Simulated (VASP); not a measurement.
Write the native input for VASP 6.6.1 that does the following.

```yaml
Task: single point
Functional: PBEsol
Potentials_or_basis: VASP PAW PBE potentials, release 64 (W_sv, Se)
Cutoff: 520 eV
k_mesh: 6 × 6 × 2
Occupations: gaussian, width 0.1 eV
Spin: no spin polarisation
Dipole_correction: no
Further_INCAR_settings: ALGO = Normal; EDIFF = 1e-06; NBANDS = 35
```

The structure of WSe2 lies in POSCAR:

```
WSe2
1.0
    3.2899984505      0.0000000000      0.0000000000
   -1.6449992252      2.8492222365      0.0000000000
    0.0000000000      0.0000000000     12.9700000000
W Se
2 4
Direct
    0.3333333333      0.6666666667      0.2500000000
    0.6666666667      0.3333333333      0.7500000000
    0.3333333333      0.6666666667      0.6210000000
    0.6666666667      0.3333333333      0.1210000000
    0.3333333333      0.6666666667      0.8790000000
    0.6666666667      0.3333333333      0.3790000000
```

One way to write it, as run:

INCAR

```
SYSTEM = WSe2
ALGO = Normal
EDIFF = 1E-6
ENCUT = 520
GGA = PS
ISIF = 2
ISMEAR = 0
LASPH = .TRUE.
LCHARG = .FALSE.
LREAL = .FALSE.
LWAVE = .FALSE.
NBANDS = 35
NELM = 80
PREC = Accurate
SIGMA = 0.1
```

KPOINTS

```
k-points
0
G
  6 6 2
  0 0 0
```

Potentials or basis: VASP PAW PBE potentials, release 64 (W_sv, Se).

The run is started by

```console
$ cat potpaw_PBE.64/W_sv/POTCAR potpaw_PBE.64/Se/POTCAR > POTCAR
$ mpirun -np 1 vasp_std > vasp.out
```

Results of the run:

The pressure is -0.8 GPa. The largest force is 0.068 eV/Å and the band gap on the k mesh is 0.94 eV, indirect (least direct gap 1.51 eV).

Caveat: the PAW data sets were made with another functional, which shifts forces and pressure a little; spin-orbit coupling is left out, which moves the levels of the heavy elements; this functional lacks dispersion, which binds the layers, so the pressure and a relaxed spacing across them are unreliable.

It took 25 s on 1 thread of Intel(R) Xeon(R) 6975P-C (Granite Rapids), with other jobs on the host, peak memory 0.24 GiB.
